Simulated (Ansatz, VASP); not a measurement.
## AlRu: VASP beside Ansatz

```xyz
2
Lattice="3.1487 0.0000 0.0000 0.0000 2.9916 0.0000 0.0000 0.0000 2.9916" Properties=species:S:1:pos:R:3 pbc="T T T"
Al    0.0000    0.0000    0.0000
Ru    1.5743    1.4958    1.4958
```

Change from the starting cell: strain +0.0525 x Voigt [1, 0, 0, 0, 0, 0], atoms carried along.

Alike in both runs: task single point; functional PBEsol; k mesh 16 × 16 × 16; occupations gaussian, width 0.15 eV; no spin polarisation.

|  | VASP | Ansatz |
| --- | --- | --- |
| version | VASP 6.6.1 | Ansatz 0.2.0 |
| potentials or method | VASP PAW PBE potentials, release 64 (Al, Ru_pv), cutoff 520 eV | scalar-relativistic, plane waves, PAW |
| valence electrons in the cell | 17 | 19 |

```csv
,VASP,Ansatz,Ansatz less VASP
gap on the k mesh at the Fermi level (eV),none,none,-
pressure (GPa),-12.3,-12.4,-0.03
"traceless stress, the component that is largest in VASP (GPa)",-4.76,-4.75,+0.008
```

VASP's potentials were made for PBE, not for PBEsol. A gap of «none» marks a metal or a gap that the smearing closes. With one functional, cell and mesh, what is left measures potentials, basis and numerics. VASP's potentials hold 17 valence electrons a cell and Ansatz's 19, so a difference there can come from the potentials and not from the codes.
